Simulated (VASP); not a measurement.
# TaW4 (R-3m) in VASP: notebook

Runs on TaW4. Level: PBE. Tasks: single point, relaxation of cell and atoms.

Everything below comes from runs of VASP 6.6.1. Logs are shortened: lines on timing, memory, paths and dates and some standing lists are left out, and cuts for length are marked.

**1. The cell of the first run**

Symmetry: R-3m, No. 166, trigonal system. Conventional cell: a = 4.533 Å, b = 4.533 Å, c = 13.880 Å, α = 90.00°, β = 90.00°, γ = 120.00°. Ta (site symmetry -3m) has 14 W at 2.78 to 3.19 Å within 3.7 Å. Within 3.6 Å of W (site symmetry 3m) lie 11 W at 2.74 to 3.22 Å and 3 Ta at 2.78 Å. Within 3.6 Å of W (site symmetry 3m) lie 10 W at 2.76 to 3.21 Å and 4 Ta at 2.80 to 3.19 Å.

**2. Single point, PBE**

Contents of INCAR:

```
PREC = Accurate ; ENCUT = 520
EDIFF = 1E-7 ; ISMEAR = 0
SIGMA = 0.1 ; LREAL = False
LASPH = True ; NELM = 80
ALGO = Fast ; ISIF = 2
LWAVE = False ; LCHARG = False
GGA = PE ; NBANDS = 42
```

Contents of KPOINTS:

```
regular mesh
0
Gamma
  12 12 12
```

Contents of POSCAR:

```
TaW4
1.0
    2.2664608907      1.3085418054      4.6267437000
   -2.2664608907      1.3085418054      4.6267437000
    0.0000000000     -2.6170836107      4.6267437000
Ta W
1 4
Direct
    0.5000000000      0.5000000000      0.5000000000
    0.9011210000      0.9011210000      0.9011210000
    0.0988790000      0.0988790000      0.0988790000
    0.2982770000      0.2982770000      0.2982770000
    0.7017230000      0.7017230000      0.7017230000
```

Potentials or basis: VASP PAW PBE potentials, release 64 (Ta_pv, W_sv).

On the command line:

```sh
$ cat potpaw_PBE.64/Ta_pv/POTCAR potpaw_PBE.64/W_sv/POTCAR > POTCAR
$ mpirun -np 1 vasp_std > vasp.out
```

OUTCAR:

```text
PREC = Accurate
   ENCUT = 520
   EDIFF = 1E-7
   ISMEAR = 0
   LREAL = False
   LASPH = True
   NELM = 80
   ISIF = 2
   GGA = PE

 ion  position               nearest neighbor table
   1  0.500  0.500  0.500-   3 2.78   3 2.78   2 2.78   2 2.78   3 2.78   2 2.78   5 2.80   4 2.80
                             4 3.19   5 3.19   4 3.19   5 3.19   4 3.19   5 3.19
   2  0.901  0.901  0.901-   3 2.74   4 2.76   4 2.76   4 2.76   5 2.77   1 2.78   1 2.78   1 2.78
                             5 3.21   5 3.21   5 3.21   3 3.22   3 3.22   3 3.22
   3  0.099  0.099  0.099-   2 2.74   5 2.76   5 2.76   5 2.76   4 2.77   1 2.78   1 2.78   1 2.78
                             4 3.21   4 3.21   4 3.21   2 3.22   2 3.22   2 3.22
   4  0.298  0.298  0.298-   2 2.76   2 2.76   2 2.76   3 2.77   5 2.79   5 2.79   5 2.79   1 2.80
                             1 3.19   1 3.19   1 3.19   3 3.21   3 3.21   3 3.21
   5  0.702  0.702  0.702-   3 2.76   3 2.76   3 2.76   2 2.77   4 2.79   4 2.79   4 2.79   1 2.80
                             1 3.19   1 3.19   1 3.19   2 3.21   2 3.21   2 3.21

  LATTYP: Found a trigonal (rhomboedric) cell.
 ALAT       =     5.3156263875
 COS(alpha) =     0.6364052890

  Lattice vectors:

 A1 = (   2.2664608907,   1.3085418054,   4.6267437000)
 A2 = (  -2.2664608907,   1.3085418054,   4.6267437000)
 A3 = (   0.0000000000,  -2.6170836107,   4.6267437000)

Analysis of symmetry for initial positions (statically):
=====================================================================
 Subroutine PRICEL returns:
 Original cell was already a primitive cell.

 Routine SETGRP: Setting up the symmetry group for a
 trigonal (rhombohedral) supercell.

 Subroutine GETGRP returns: Found 12 space group operations
 (whereof 12 operations were pure point group operations)
 out of a pool of 12 trial point group operations.

The static configuration has the point symmetry D_3d.

Analysis of symmetry for dynamics (positions and initial velocities):
=====================================================================
 Subroutine PRICEL returns:
 Original cell was already a primitive cell.

 Routine SETGRP: Setting up the symmetry group for a
 trigonal (rhombohedral) supercell.

 Subroutine GETGRP returns: Found 12 space group operations
 (whereof 12 operations were pure point group operations)
 out of a pool of 12 trial point group operations.

The dynamic configuration has the point symmetry D_3d.

 Subroutine INISYM returns: Found 12 space group operations
 (whereof 12 operations are pure point group operations),
 and found     1 'primitive' translations

----------------------------------------------------------------------------------------

                                     Primitive cell

  volume of cell :      82.3308

  direct lattice vectors                    reciprocal lattice vectors
     2.266460891  1.308541805  4.626743700     0.220608263  0.127368240  0.072044910
    -2.266460891  1.308541805  4.626743700    -0.220608263  0.127368240  0.072044910
     0.000000000 -2.617083611  4.626743700     0.000000000 -0.254736480  0.072044910

  length of vectors
     5.315626387  5.315626387  5.315626387     0.264728433  0.264728433  0.264728433

  position of ions in fractional coordinates (direct lattice)
     0.500000000  0.500000000  0.500000000
     0.901121000  0.901121000  0.901121000
     0.098879000  0.098879000  0.098879000
     0.298277000  0.298277000  0.298277000
     0.701723000  0.701723000  0.701723000

  ion indices of the primitive-cell ions
   primitive index   ion index
                 1           1
                 2           2
                 3           3
                 4           4
                 5           5

----------------------------------------------------------------------------------------

 KPOINTS: regular mesh

Automatic generation of k-mesh.
 Grid dimensions read from file:
 generate k-points for:   12   12   12

 Generating k-lattice:

  Cartesian coordinates                     Fractional coordinates (reciprocal lattice)
     0.018384022  0.010614020  0.006003742     0.083333333 -0.000000000 -0.000000000
    -0.018384022  0.010614020  0.006003742    -0.000000000  0.083333333 -0.000000000
     0.000000000 -0.021228040  0.006003742     0.000000000  0.000000000  0.083333333

  Length of vectors
     0.022060703  0.022060703  0.022060703

  Shift w.r.t. Gamma in fractional coordinates (k-lattice)
     0.000000000  0.000000000  0.000000000

 Subroutine IBZKPT returns following result:
 ===========================================

 Found    189 irreducible k-points:

 Following reciprocal coordinates:
            Coordinates               Weight
  0.000000  0.000000  0.000000      1.000000
  0.083333 -0.000000  0.000000      6.000000
  0.166667 -0.000000  0.000000      6.000000
  0.250000  0.000000 -0.000000      6.000000
  0.333333 -0.000000  0.000000      6.000000
  0.416667 -0.000000  0.000000      6.000000
[... 16 lines left out ...]
  0.500000  0.166667 -0.000000     12.000000
 -0.416667  0.166667  0.000000     12.000000
 [... further k-points ...]
   k-points           NKPTS =    189   k-points in BZ     NKDIM =    189   number of bands    NBANDS=     42
   number of dos      NEDOS =    301   number of ions     NIONS =      5
   total plane-waves  NPLWV =  64000
   dimension x,y,z NGX =    40 NGY =   40 NGZ =   40
   dimension x,y,z NGXF=    80 NGYF=   80 NGZF=   80
   ions per type =               1   4
   NGX,Y,Z   is equivalent  to a cutoff of  12.51, 12.51, 12.51 a.u.
   NGXF,Y,Z  is equivalent  to a cutoff of  25.02, 25.02, 25.02 a.u.
 SYSTEM =  unknown system
   PREC   = accura    normal or accurate (medium, high low for compatibility)
   ISTART =      0    job   : 0-new  1-cont  2-samecut
   ICHARG =      2    charge: 1-file 2-atom 10-const
   ISPIN  =      1    spin polarized calculation?
   LNONCOLLINEAR =      F non collinear calculations
   LSORBIT =      F    spin-orbit coupling
   LASPH  =      T    aspherical Exc in radial PAW
   ENCUT  =  520.0 eV  38.22 Ry    6.18 a.u.   9.88  9.88  9.88*2*pi/ulx,y,z
   NELM   =     80;   NELMIN=  2; NELMDL= -5     # of ELM steps
   EDIFF  = 0.1E-06   stopping-criterion for ELM
   LREAL  =      F    real-space projection
   EDIFFG = 0.1E-05   stopping-criterion for IOM
   NSW    =      0    number of steps for IOM
   IBRION =     -1    ionic relax: 0-MD 1-quasi-New 2-CG
   NFREE  =      0    steps in history (QN), initial steepest desc. (CG)
   ISIF   =      2    stress and relaxation
   ISYM   =      2    0-nonsym 1-usesym 2-fastsym
   POTIM  = 0.5000    time-step for ionic-motion
   TEBEG  =    0.0;   TEEND  =   0.0 temperature during run
   PSTRESS=    0.0 pullay stress
   NELECT =      67.0000    total number of electrons
   NUPDOWN=      -1.0000    fix difference up-down
   EMIN   =  10.00;   EMAX   =-10.00  energy-range for DOS
   EFERMI =   0.00;   METHOD = LEGACY
   ISMEAR =     0;   SIGMA  =   0.10  broadening in eV -4-tet -1-fermi 0-gaus
   EFERMI_NEDOS =   21; number of points for ismear=-14 and -15
   IALGO  =     68    algorithm
   IMIX   =      4    mixing-type and parameters
     AMIX     =   0.40;   BMIX     =  1.00
     AMIX_MAG =   1.60;   BMIX_MAG =  1.00
  volume/ion in A,a.u.               =      16.47       111.12
  Fermi-wavevector in a.u.,A,eV,Ry     =   1.528430  2.888314 31.784552  2.336099
  Thomas-Fermi vector in A             =   2.636190
   LORBIT       =      0    0 simple, 1 ext, 2 COOP (PROOUT), +10 PAW based schemes
   GGA     = PE    functional components
   LHFCALC =     F    Hartree Fock is set to
   AEXX    =    0.0000 exact exchange contribution
   IVDW    =     0    specifies the selected vdW correction
   LEPSILON=     F    determine dielectric tensor
   LRPA    =     F    only Hartree local field effects (RPA)
 non-spin polarized calculation
 RMM-DIIS sequential band-by-band and
 Gauss-broadening in eV      SIGMA  =   0.10
  energy-cutoff  :      520.00
  volume of cell :       82.33
 maximum number of plane-waves:      2253
   NGX = 19   NGY = 19   NGZ = 19

 number of electron      67.0000000 magnetization

 Free energy of the ion-electron system (eV)
  ---------------------------------------------------
  ext. energy  EPLUGINS =         0.00000000
  ---------------------------------------------------
  free energy    TOTEN  =       -64.02190725 eV

  energy without entropy =      -64.01283066  energy(sigma->0) =      -64.01736895

 E-fermi :   9.8211     XC(G=0): -13.3571

 val. band max:        9.8193065565   @ k =  -0.4167   0.4167   0.0833
 cond. band min:       9.8211213777   @ k =  -0.0833   0.2500   0.0833
 fundamental gap:      0.0018148212
 Fermi energy:         9.8210968690

 k-point     1 :       0.0000    0.0000    0.0000
  band No.  band energies     occupation
      1     -64.0704      2.00000
      2     -63.9841      2.00000
      3     -63.8951      2.00000
      4     -63.8738      2.00000
      5     -28.5637      2.00000
      6     -28.5485      2.00000
[... 34 lines left out ...]
     41      13.2327      0.00000
     42      13.6056      0.00000

 k-point     2 :       0.0833   -0.0000    0.0000
  band No.  band energies     occupation
      1     -64.0685      2.00000
      2     -63.9848      2.00000
      3     -63.8958      2.00000
      4     -63.8743      2.00000
      5     -28.5789      2.00000
      6     -28.5588      2.00000
[... 34 lines left out ...]
     41      13.0447      0.00000
     42      13.8491      0.00000

 k-point     3 :       0.1667   -0.0000    0.0000
  band No.  band energies     occupation
      1     -64.0630      2.00000
      2     -63.9871      2.00000
      3     -63.8976      2.00000
      4     -63.8758      2.00000
      5     -28.6171      2.00000
      6     -28.5823      2.00000
[... 897 lines left out ...]
      4     -63.8811      2.00000
      5     -28.7019      2.00000
      6     -28.6050      2.00000
[... 34 lines left out ...]
     41      13.2541      0.00000
     42      13.5521      0.00000

 k-point    24 :      -0.4167    0.1667    0.0000
  band No.  band energies     occupation
      1     -64.0234      2.00000
      2     -64.0112      2.00000
      3     -63.9077      2.00000
      4     -63.8817      2.00000
      5     -28.7088      2.00000
      6     -28.6162      2.00000
[... 34 lines left out ...]
     41      12.9524      0.00000
     42      13.2769      0.00000

 [... further k-points ...]

------------------------ aborting loop because EDIFF is reached ----------------------------------------

  FORCE on cell =-STRESS in cart. coord.  units (eV):
  Direction    XX          YY          ZZ          XY          YZ          ZX
  --------------------------------------------------------------------------------------
  -------------------------------------------------------------------------------------
  Total        0.2156496      0.2156496      0.1969981      0.0000000      0.0000000      0.0000000
  in kB        4.1965907      4.1965907      3.8336294      0.0000000      0.0000000      0.0000000
  external PRESSURE =       4.0756036 kB  Pullay stress =       0.0000000 kB

 VOLUME and BASIS-vectors are now :
 -----------------------------------------------------------------------------
  energy-cutoff  :      520.00
  volume of cell :       82.33
      direct lattice vectors                 reciprocal lattice vectors
     2.266460891  1.308541805  4.626743700     0.220608263  0.127368240  0.072044910
    -2.266460891  1.308541805  4.626743700    -0.220608263  0.127368240  0.072044910
     0.000000000 -2.617083611  4.626743700     0.000000000 -0.254736480  0.072044910

 POSITION                                       TOTAL-FORCE (eV/Angst)
 -----------------------------------------------------------------------------------
      0.00000      0.00000      6.94012        -0.000000      0.000000     -0.000000
      0.00000      0.00000     12.50777         0.000000     -0.000000     -0.004923
      0.00000      0.00000      1.37246         0.000000      0.000000      0.004923
      0.00000      0.00000      4.14015         0.000000      0.000000      0.004839
      0.00000      0.00000      9.74008         0.000000     -0.000000     -0.004839
 -----------------------------------------------------------------------------------
    total drift:                               -0.000000      0.000000     -0.000000

  FREE ENERGIE OF THE ION-ELECTRON SYSTEM (eV)
  ---------------------------------------------------
  free  energy   TOTEN  =       -64.0219072543 eV

  energy  without entropy=      -64.0128306551  energy(sigma->0) =      -64.01736895
```

It took 10 min on 1 thread of AMD EPYC 9R45 (Zen 5), shared host; peak memory 0.59 GiB.

Results:

| Quantity | Value |
| --- | --- |
| Free energy | -64.0219 eV |
| Pressure | 0.4 GPa |
| Largest force | 0.005 eV/Å |
| Band gap on the k mesh | zero (an odd number of electrons rules out a gap without spin polarisation) |

Forces in eV/Å, atoms in the order of the input:
```
Ta   0.000  0.000  0.000
W    0.000  0.000 -0.005
W    0.000  0.000  0.005
W    0.000  0.000  0.005
W    0.000  0.000 -0.005
```

Caveat: spin-orbit coupling is left out, which moves the levels of the heavy elements.

**3. Relaxation of cell and atoms, PBE**

Contents of INCAR:

```
PREC = Accurate
ENCUT = 600
EDIFF = 1E-6
ISMEAR = 0
SIGMA = 0.1
LREAL = F
LASPH = T
NELM = 80
ALGO = Fast
ISIF = 3
LWAVE = F
LCHARG = F
GGA = PE
IBRION = 2
NSW = 100
EDIFFG = -0.01
```

Contents of KPOINTS:

```
Automatic mesh
0
Gamma
  12 12 12
```

POSCAR: that of step 2 with these lines changed.

```diff
@@ -2,5 +2,5 @@
 1.0
-    2.2664608907      1.3085418054      4.6267437000
-   -2.2664608907      1.3085418054      4.6267437000
-    0.0000000000     -2.6170836107      4.6267437000
+    2.2664609000      1.3085418000      4.6267437000
+   -2.2664609000      1.3085418000      4.6267437000
+    0.0000000000     -2.6170836000      4.6267437000
 Ta W
```

Potentials or basis: VASP PAW PBE potentials, release 64 (Ta_pv, W_sv).

On the command line:

```sh
$ cat potpaw_PBE.64/Ta_pv/POTCAR potpaw_PBE.64/W_sv/POTCAR > POTCAR
$ mpirun -np 1 vasp_std > vasp.out
```

It took 51 min on 1 thread of Oxide Virtual Turin-like, shared host; peak memory 0.69 GiB.

It converged, with:

```
Free energy                           : -64.0233 eV
Relaxed volume                        : 16.49 Å³/atom
Relaxed cell                          : a = 5.318 Å, b = 5.318 Å, c = 5.318 Å, α = 50.48°, β = 50.48°, γ = 50.48°
Space group after relaxing (to 0.1 Å) : R-3m (No. 166)
Energy gained by relaxing             : 0.0 meV/atom
Ionic steps                           : 3
Pressure after relaxing               : 0.0 GPa
Band gap on the k mesh                : zero (an odd number of electrons rules out a gap without spin polarisation)
```

Forces in eV/Å, atoms in the order of the input:
```
Ta   0.000  0.000  0.000
W    0.000  0.000 -0.002
W    0.000  0.000  0.002
W    0.000  0.000  0.002
W    0.000  0.000 -0.002
```

The path:
```
step  energy change (eV)  largest force (eV/Å)  pressure (GPa)  volume (Å³)
   1              0.0000                0.0049            0.45        82.33
   2              0.0017                0.0084           -1.47        82.89
   3             -0.0002                0.0024            0.02        82.46
```

Final structure:
```
Ta W
1.0
     2.26772    1.30927    4.62912
    -2.26772    1.30927    4.62912
     0.00000   -2.61854    4.62912
Ta W
1 4
Cartesian
  0.0000 0.0000 6.9437
  0.0000 0.0000 12.5141
  0.0000 0.0000 1.3732
  0.0000 0.0000 4.1423
  0.0000 0.0000 9.7450
```

Levels at points of the mesh, in eV from the Fermi level:
| k point | band 29 | band 30 | band 31 | band 32 | band 33 | band 34 | band 35 | band 36 | band 37 | band 38 |
| --- | --- | --- | --- | --- | --- | --- | --- | --- | --- | --- |
| (0.00, 0.00, 0.00) | -2.66 | -2.47 | -1.66 | -1.48 | -0.64 | -0.64 | -0.49 | 2.59 | 2.59 | 3.17 |
| (0.50, 0.00, 0.00) | -2.28 | -1.95 | -1.58 | -1.44 | -0.95 | 0.51 | 0.66 | 0.98 | 2.04 | 2.18 |
| (0.50, 0.50, 0.00) | -2.37 | -2.31 | -2.06 | -0.75 | -0.25 | 0.87 | 1.07 | 1.21 | 2.34 | 2.48 |
| (0.50, 0.50, 0.50) | -2.10 | -2.00 | -2.00 | -1.64 | -1.64 | 2.25 | 2.27 | 2.27 | 2.73 | 2.73 |

Caveat: spin-orbit coupling is left out, which moves the levels of the heavy elements.
